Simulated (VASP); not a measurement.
Input of a VASP 6.6.1 run:

The input INCAR:

```
SYSTEM = AgCl
PREC = Accurate
ENCUT = 520
EDIFF = 1E-6
ISMEAR = 0
SIGMA = 0.05
LREAL = .FALSE.
LASPH = .TRUE.
NELM = 100
ALGO = Normal
ISIF = 2
LWAVE = .FALSE.
LCHARG = .FALSE.
GGA = PS
NBANDS = 16
```

File KPOINTS:

```
Automatic mesh
0
G
  12 12 12
  0 0 0
```

The input POSCAR:

```
AgCl
1.0
    3.3012544970      0.0000000000      0.0000000000
    0.0000000000      3.3012544970      0.0000000000
    0.0000000000      0.0000000000      3.3012544970
Ag Cl
1 1
Direct
    0.0000000000      0.0000000000      0.0000000000
    0.5000000000      0.5000000000      0.5000000000
```

Potentials or basis: VASP PAW PBE potentials, release 64 (Ag, Cl).

Command:

```bash
$ cat potpaw_PBE.64/Ag/POTCAR potpaw_PBE.64/Cl/POTCAR > POTCAR
$ mpirun -np 1 vasp_std > vasp.out
```

Question: What does it give for the band gap on the k mesh?

Answer: 0.47 eV, indirect (least direct gap 2.40 eV).

Question: Predict the pressure.

Answer: 1.7 GPa.

Caveat: the PAW data sets were made with another functional, which shifts forces and pressure a little. Expect the measured gap to be larger: semilocal functionals such as PBEsol lack the derivative discontinuity.
